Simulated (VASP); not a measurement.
# SnSe (I4mm) in VASP: notebook

SnSe is run at these levels: LDA; tasks: single point.

Program: VASP 6.6.1. These are calculated values, not measurements. Logs are shortened: lines on timing, memory, paths and dates and some standing lists are left out, and cuts for length are marked.

## 1. The cell of the first run

The structure is tetragonal, space group I4mm (No. 107). The conventional cell has a = 4.167 Å, b = 4.167 Å, c = 5.893 Å, α = 90.00°, β = 90.00°, γ = 90.00°. Within 3.8 Å of Sn (site symmetry 4mm) lie 6 Se at 2.87 to 3.02 Å. Se (site symmetry 4mm) has 6 Sn at 2.87 to 3.02 Å within 3.8 Å.

## 2. Single point, LDA

Contents of INCAR:

```
ALGO     = Normal         # electronic algorithm
EDIFF    = 1E-7           # SCF threshold, eV
ENCUT    = 520            # plane-wave cutoff, eV
GGA      = CA             # functional
ISIF     = 2              # what is computed and relaxed
ISMEAR   = 0              # smearing method
LASPH    = True           # aspherical terms in the spheres
LCHARG   = False          # write CHGCAR
LREAL    = False          # projectors in reciprocal space
LWAVE    = False          # write WAVECAR
NBANDS   = 17             # bands
NELM     = 60             # most SCF steps
PREC     = Accurate       # precision mode
SIGMA    = 0.05           # smearing width, eV
```

Contents of KPOINTS:

```
k-points
0
Gamma
  8 8 8
```

Contents of POSCAR:

```
SnSe
1.0
    0.0000000000      2.9466477701      2.9466477701
    2.9466477701      0.0000000000      2.9466477701
    2.9466477701      2.9466477701      0.0000000000
Sn Se
1 1
Direct
    0.0000000000      0.0000000000      0.0000000000
    0.4872736740      0.4872736740      0.5127263260
```

Potentials or basis: VASP PAW LDA potentials, release 64 (Sn_d, Se).

Started as:

```bash
> cat potpaw_LDA.64/Sn_d/POTCAR potpaw_LDA.64/Se/POTCAR > POTCAR
> mpirun -np 1 vasp_std > vasp.out
```

OUTCAR:

```text
EDIFF = 1E-7
   ENCUT = 520
   GGA = CA
   ISIF = 2
   ISMEAR = 0
   LASPH = True
   LREAL = False
   NELM = 60
   PREC = Accurate

 ion  position               nearest neighbor table
   1  0.000  0.000  0.000-   2 2.87   2 2.95   2 2.95   2 2.95   2 2.95   2 3.02
   2  0.487  0.487  0.513-   1 2.87   1 2.95   1 2.95   1 2.95   1 2.95   1 3.02

  LATTYP: Found a face centered cubic cell.
 ALAT       =     5.8932955402

  Lattice vectors:

 A1 = (   0.0000000000,   2.9466477701,   2.9466477701)
 A2 = (   2.9466477701,   0.0000000000,   2.9466477701)
 A3 = (   2.9466477701,   2.9466477701,   0.0000000000)

Analysis of symmetry for initial positions (statically):
=====================================================================
 Subroutine PRICEL returns:
 Original cell was already a primitive cell.

 Routine SETGRP: Setting up the symmetry group for a
 face centered cubic supercell.

 Subroutine GETGRP returns: Found  8 space group operations
 (whereof  8 operations were pure point group operations)
 out of a pool of 48 trial point group operations.

The static configuration has the point symmetry C_4v.

Analysis of symmetry for dynamics (positions and initial velocities):
=====================================================================
 Subroutine PRICEL returns:
 Original cell was already a primitive cell.

 Routine SETGRP: Setting up the symmetry group for a
 face centered cubic supercell.

 Subroutine GETGRP returns: Found  8 space group operations
 (whereof  8 operations were pure point group operations)
 out of a pool of 48 trial point group operations.

The dynamic configuration has the point symmetry C_4v.

 Subroutine INISYM returns: Found  8 space group operations
 (whereof  8 operations are pure point group operations),
 and found     1 'primitive' translations

----------------------------------------------------------------------------------------

                                     Primitive cell

  volume of cell :      51.1699

  direct lattice vectors                    reciprocal lattice vectors
     0.000000000  2.946647770  2.946647770    -0.169684346  0.169684346  0.169684346
     2.946647770  0.000000000  2.946647770     0.169684346 -0.169684346  0.169684346
     2.946647770  2.946647770  0.000000000     0.169684346  0.169684346 -0.169684346

  length of vectors
     4.167189240  4.167189240  4.167189240     0.293901909  0.293901909  0.293901909

  position of ions in fractional coordinates (direct lattice)
     0.000000000  0.000000000  0.000000000
     0.487273674  0.487273674  0.512726326

  ion indices of the primitive-cell ions
   primitive index   ion index
                 1           1
                 2           2

----------------------------------------------------------------------------------------

 KPOINTS: k-points

Automatic generation of k-mesh.
 Grid dimensions read from file:
 generate k-points for:    8    8    8

 Generating k-lattice:

  Cartesian coordinates                     Fractional coordinates (reciprocal lattice)
    -0.021210543  0.021210543  0.021210543     0.125000000  0.000000000  0.000000000
     0.021210543 -0.021210543  0.021210543     0.000000000  0.125000000  0.000000000
     0.021210543  0.021210543 -0.021210543     0.000000000  0.000000000  0.125000000

  Length of vectors
     0.036737739  0.036737739  0.036737739

  Shift w.r.t. Gamma in fractional coordinates (k-lattice)
     0.000000000  0.000000000  0.000000000

 Subroutine IBZKPT returns following result:
 ===========================================

 Found     59 irreducible k-points:

 Following reciprocal coordinates:
            Coordinates               Weight
  0.000000  0.000000  0.000000      1.000000
  0.125000  0.000000  0.000000      8.000000
  0.250000  0.000000  0.000000      8.000000
  0.375000  0.000000  0.000000      8.000000
  0.500000  0.000000  0.000000      4.000000
  0.125000  0.125000  0.000000      2.000000
[... 16 lines left out ...]
  0.000000  0.375000  0.250000     16.000000
  0.500000  0.250000  0.000000      8.000000
 [... further k-points ...]
   k-points           NKPTS =     59   k-points in BZ     NKDIM =     59   number of bands    NBANDS=     17
   number of dos      NEDOS =    301   number of ions     NIONS =      2
   total plane-waves  NPLWV =  32768
   dimension x,y,z NGX =    32 NGY =   32 NGZ =   32
   dimension x,y,z NGXF=    64 NGYF=   64 NGZF=   64
   ions per type =               1   1
   NGX,Y,Z   is equivalent  to a cutoff of  12.77, 12.77, 12.77 a.u.
   NGXF,Y,Z  is equivalent  to a cutoff of  25.53, 25.53, 25.53 a.u.
 SYSTEM =  unknown system
   PREC   = accura    normal or accurate (medium, high low for compatibility)
   ISTART =      0    job   : 0-new  1-cont  2-samecut
   ICHARG =      2    charge: 1-file 2-atom 10-const
   ISPIN  =      1    spin polarized calculation?
   LNONCOLLINEAR =      F non collinear calculations
   LSORBIT =      F    spin-orbit coupling
   LASPH  =      T    aspherical Exc in radial PAW
   ENCUT  =  520.0 eV  38.22 Ry    6.18 a.u.   7.75  7.75  7.75*2*pi/ulx,y,z
   NELM   =     60;   NELMIN=  2; NELMDL= -5     # of ELM steps
   EDIFF  = 0.1E-06   stopping-criterion for ELM
   LREAL  =      F    real-space projection
   EDIFFG = 0.1E-05   stopping-criterion for IOM
   NSW    =      0    number of steps for IOM
   IBRION =     -1    ionic relax: 0-MD 1-quasi-New 2-CG
   NFREE  =      0    steps in history (QN), initial steepest desc. (CG)
   ISIF   =      2    stress and relaxation
   ISYM   =      2    0-nonsym 1-usesym 2-fastsym
   POTIM  = 0.5000    time-step for ionic-motion
   TEBEG  =    0.0;   TEEND  =   0.0 temperature during run
   PSTRESS=    0.0 pullay stress
   NELECT =      20.0000    total number of electrons
   NUPDOWN=      -1.0000    fix difference up-down
   EMIN   =  10.00;   EMAX   =-10.00  energy-range for DOS
   EFERMI =   0.00;   METHOD = LEGACY
   ISMEAR =     0;   SIGMA  =   0.05  broadening in eV -4-tet -1-fermi 0-gaus
   EFERMI_NEDOS =   21; number of points for ismear=-14 and -15
   IALGO  =     38    algorithm
   IMIX   =      4    mixing-type and parameters
     AMIX     =   0.40;   BMIX     =  1.00
     AMIX_MAG =   1.60;   BMIX_MAG =  1.00
  volume/ion in A,a.u.               =      25.58       172.66
  Fermi-wavevector in a.u.,A,eV,Ry     =   1.196961  2.261928 19.493274  1.432715
  Thomas-Fermi vector in A             =   2.332888
   LORBIT       =      0    0 simple, 1 ext, 2 COOP (PROOUT), +10 PAW based schemes
   GGA     = CA    functional components
   LHFCALC =     F    Hartree Fock is set to
   AEXX    =    0.0000 exact exchange contribution
   IVDW    =     0    specifies the selected vdW correction
   LEPSILON=     F    determine dielectric tensor
   LRPA    =     F    only Hartree local field effects (RPA)
 non-spin polarized calculation
 Gauss-broadening in eV      SIGMA  =   0.05
  energy-cutoff  :      520.00
  volume of cell :       51.17
 maximum number of plane-waves:      1411
   NGX = 15   NGY = 15   NGZ = 15

 number of electron      19.9999999 magnetization

 Free energy of the ion-electron system (eV)
  ---------------------------------------------------
  ext. energy  EPLUGINS =         0.00000000
  ---------------------------------------------------
  free energy    TOTEN  =        -9.50832494 eV

  energy without entropy =       -9.50832494  energy(sigma->0) =       -9.50832494

 E-fermi :   6.3257     XC(G=0): -10.1666

 val. band max:        6.0388961201   @ k =  -0.2500   0.1250   0.0000
 cond. band min:       6.8057475655   @ k =   0.0000  -0.3750   0.1250
 fundamental gap:      0.7668514455
 Fermi energy:         6.3256522603

 k-point     1 :       0.0000    0.0000    0.0000
  band No.  band energies     occupation
      1     -15.3281      2.00000
      2     -15.3278      2.00000
      3     -15.3232      2.00000
      4     -15.3223      2.00000
      5     -15.3223      2.00000
      6      -8.1627      2.00000
[... 9 lines left out ...]
     16      12.0137      0.00000
     17      14.1910      0.00000

 k-point     2 :       0.1250    0.0000    0.0000
  band No.  band energies     occupation
      1     -15.3293      2.00000
      2     -15.3290      2.00000
      3     -15.3222      2.00000
      4     -15.3206      2.00000
      5     -15.3202      2.00000
      6      -8.0392      2.00000
[... 9 lines left out ...]
     16      12.3666      0.00000
     17      15.4538      0.00000

 k-point     3 :       0.2500    0.0000    0.0000
  band No.  band energies     occupation
      1     -15.3329      2.00000
      2     -15.3328      2.00000
      3     -15.3211      2.00000
      4     -15.3148      2.00000
      5     -15.3143      2.00000
      6      -7.7032      2.00000
[... 9 lines left out ...]
     16      13.3529      0.00000
     17      17.7923      0.00000

 k-point     4 :       0.3750    0.0000    0.0000
  band No.  band energies     occupation
      1     -15.3368      2.00000
      2     -15.3368      2.00000
      3     -15.3201      2.00000
      4     -15.3087      2.00000
      5     -15.3082      2.00000
      6      -7.2880      2.00000
[... 9 lines left out ...]
     16      14.8884      0.00000
     17      17.8983      0.00000
[... 343 lines left out ...]
      1     -15.3514      2.00000
      2     -15.3274      2.00000
      3     -15.3237      2.00000
      4     -15.3070      2.00000
      5     -15.3054      2.00000
      6      -7.2196      2.00000
[... 9 lines left out ...]
     16      16.2679      0.00000
     17      17.1921      0.00000

 k-point    23 :       0.0000    0.3750    0.2500
  band No.  band energies     occupation
      1     -15.3515      2.00000
      2     -15.3265      2.00000
      3     -15.3235      2.00000
      4     -15.3076      2.00000
      5     -15.3057      2.00000
      6      -7.2220      2.00000
[... 9 lines left out ...]
     16      16.3006      0.00000
     17      17.2054      0.00000

 k-point    24 :       0.5000    0.2500    0.0000
  band No.  band energies     occupation
      1     -15.3526      2.00000
      2     -15.3274      2.00000
      3     -15.3230      2.00000
      4     -15.3068      2.00000
      5     -15.3029      2.00000
      6      -6.9210      2.00000
[... 9 lines left out ...]
     16      16.9524      0.00000
     17      17.7640      0.00000

 [... further k-points ...]
[... 5 lines left out ...]
  --------------------------------------------------------------------------------------
  -------------------------------------------------------------------------------------
  Total        0.0374460      0.0374460      0.1016024      0.0000000     -0.0000000      0.0000000
  in kB        1.1724674      1.1724674      3.1812651      0.0000000     -0.0000000      0.0000000
  external PRESSURE =       1.8420666 kB  Pullay stress =       0.0000000 kB

 VOLUME and BASIS-vectors are now :
 -----------------------------------------------------------------------------
  energy-cutoff  :      520.00
  volume of cell :       51.17
      direct lattice vectors                 reciprocal lattice vectors
     0.000000000  2.946647770  2.946647770    -0.169684346  0.169684346  0.169684346
     2.946647770  0.000000000  2.946647770     0.169684346 -0.169684346  0.169684346
     2.946647770  2.946647770  0.000000000     0.169684346  0.169684346 -0.169684346

 POSITION                                       TOTAL-FORCE (eV/Angst)
 -----------------------------------------------------------------------------------
      0.00000      0.00000      0.00000         0.000000      0.000000     -0.041064
      2.94665      2.94665      2.87165         0.000000      0.000000      0.041064
 -----------------------------------------------------------------------------------
    total drift:                                0.000000      0.000000     -0.000035

  FREE ENERGIE OF THE ION-ELECTRON SYSTEM (eV)
  ---------------------------------------------------
  free  energy   TOTEN  =        -9.5083249417 eV

  energy  without entropy=       -9.5083249417  energy(sigma->0) =       -9.50832494
```

It took 26 s on 1 thread of Intel Xeon 6975P-C (Granite Rapids), shared host; peak memory 0.18 GiB.

Results:

```yaml
Free_energy: -9.5083 eV
Pressure: 0.2 GPa
Largest_force: 0.041 eV/Å
Band_gap_on_the_k_mesh: 0.77 eV, indirect (least direct gap 0.92 eV)
```

Forces in eV/Å, atoms in the order of the input:
```
Sn   0.000  0.000 -0.041
Se   0.000  0.000  0.041
```

Caveat: the cell differs from its parent crystal (all Se atoms moved +0.075 Å, as atom 2 towards its neighbour atom 1 (Sn) at 2.947 Å); spin-orbit coupling is left out, which moves the levels of the heavy elements. A k mesh can miss the band edges.

(Part 1 of 2 ends here.)
